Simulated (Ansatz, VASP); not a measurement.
# One calculation of Rh, two programs

```xyz
1
Lattice="0.0000 1.9147 1.9147 1.9147 0.0000 1.9147 1.9147 1.9147 0.0000" Properties=species:S:1:pos:R:3 pbc="T T T"
Rh    0.0000    0.0000    0.0000
```

Alike in both runs: functional PBE; k mesh 24 × 24 × 24; no spin polarisation.

Ansatz relaxed the structure, and its values are those at the end. VASP's run is a single point on that final structure, the one shown.

```csv
,VASP,Ansatz
version,VASP 6.6.1,Ansatz 0.2.0
potentials or method,"VASP PAW PBE potentials, release 64 (Rh_pv)","plane-wave PAW, scalar-relativistic"
plane-wave cutoff (eV),520,420
occupations,"methfessel-paxton of order 1, width 0.1 eV","cold, width 0.1 eV"
valence electrons in the cell,15,17
```

```tsv
	VASP	Ansatz	Ansatz less VASP
pressure (GPa)	0.2	0.0	-0.17
```

VASP's potentials hold 15 valence electrons a cell and Ansatz's 17, so a difference there can come from the potentials and not from the codes.
